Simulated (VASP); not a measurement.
Rh: single point with PBE

The system is Rh.

```
Rh
1.0
     0.00000    1.89785    1.89785
     1.89785    0.00000    1.89785
     1.89785    1.89785    0.00000
Rh
1
Direct
  0.00000 0.00000 0.00000
```

* Program: VASP 6.6.1
* Task: single point
* Functional: PBE
* Potentials or basis: VASP PAW PBE potentials, release 64 (Rh_pv)
* Cutoff: 520 eV
* k mesh: 12 × 12 × 12
* Occupations: gaussian, width 0.015 eV
* Spin: no spin polarisation

| Quantity | Value |
| --- | --- |
| Pressure | 7.3 GPa |

Levels at points of the mesh, in eV from the Fermi level:
| k point | band 4 | band 5 | band 6 | band 7 | band 8 | band 9 | band 10 | band 11 |
| --- | --- | --- | --- | --- | --- | --- | --- | --- |
| (0.00, 0.00, 0.00) | -8.06 | -3.17 | -3.17 | -3.17 | -1.07 | -1.07 | 15.94 | 20.42 |
| (0.50, 0.00, 0.00) | -6.23 | -3.25 | -3.25 | 0.50 | 0.50 | 0.67 | 8.64 | 15.45 |
| (0.50, 0.50, 0.00) | -6.43 | -6.06 | 0.47 | 0.93 | 0.93 | 3.22 | 12.28 | 13.30 |

It took 13 s on 1 thread of Intel Xeon 6975P-C, with other jobs on the host, peak memory 0.13 GiB.
